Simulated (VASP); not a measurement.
**CsPbBr3: relaxation of cell and atoms with r2SCAN**

The system is CsPbBr3.

```
CELL_PARAMETERS angstrom
5.94863 0.00000 0.00000
0.00000 5.94863 0.00000
0.00000 0.00000 5.94863
ATOMIC_POSITIONS crystal
Cs 0.00000 0.00000 0.00000
Pb 0.50000 0.50000 0.50000
Br 0.50000 0.50000 0.00000
Br 0.50000 0.00000 0.50000
Br 0.00000 0.50000 0.50000
```

```yaml
Program: VASP 6.6.1
Task: relaxation of cell and atoms
Functional: r2SCAN
Potentials_or_basis: VASP PAW PBE potentials, release 64 (Cs_sv, Pb_d, Br)
Cutoff: 600 eV
k_mesh: 4 × 4 × 4
Occupations: gaussian, width 0.02 eV
Spin: no spin polarisation
Dipole_correction: no
Further_INCAR_settings: ALGO = Normal; EDIFF = 1e-06; IBRION = 2; EDIFFG = -0.005; NSW = 100; ISIF = 3
```

| Quantity | Value |
| --- | --- |
| Relaxed volume | 42.04 Å³/atom |
| Relaxed cell | a = 5.946 Å, b = 5.946 Å, c = 5.946 Å, α = 90.00°, β = 90.00°, γ = 90.00° |
| Space group after relaxing (to 0.05 Å) | Pm-3m (No. 221) |
| Energy gained by relaxing | 0.0 meV/atom |
| Ionic steps | 2 |
| Pressure after relaxing | 0.0 GPa |
| Band gap on the k mesh | 2.06 eV, direct |

Final structure:
```yaml
crystal:
  lattice:
    - [5.94572, 0.00000, 0.00000]
    - [0.00000, 5.94572, 0.00000]
    - [0.00000, 0.00000, 5.94572]
  atoms:
    - { symbol: Cs, position: [0.00000, 0.00000, 0.00000] }
    - { symbol: Pb, position: [0.50000, 0.50000, 0.50000] }
    - { symbol: Br, position: [0.50000, 0.50000, 0.00000] }
    - { symbol: Br, position: [0.50000, 0.00000, 0.50000] }
    - { symbol: Br, position: [0.00000, 0.50000, 0.50000] }
```

Levels at points of the mesh, in eV from the valence-band top:
```tsv
k point	band 20	band 21	band 22	band 23	band 24	band 25
(0.00, 0.00, 0.00)	-1.95	-1.95	-1.95	3.67	4.72	4.72
(0.50, 0.00, 0.00)	-2.05	-2.05	-1.39	3.03	5.08	5.65
(0.50, 0.50, 0.00)	-2.21	-1.60	-0.68	2.57	2.57	5.31
(0.50, 0.50, 0.50)	-1.59	-1.59	0.00	2.06	2.06	2.06
```

Run time: 10 min on 1 thread of AMD EPYC 7R43 64-Core Processor (Zen 3) (shared host), peak memory 0.37 GiB.

Caveat: the PAW data sets were made with another functional, which shifts forces and pressure a little; spin-orbit coupling is left out, which moves the levels of the heavy elements. r2SCAN opens gaps a little over a GGA but as a rule still falls short of measured ones.
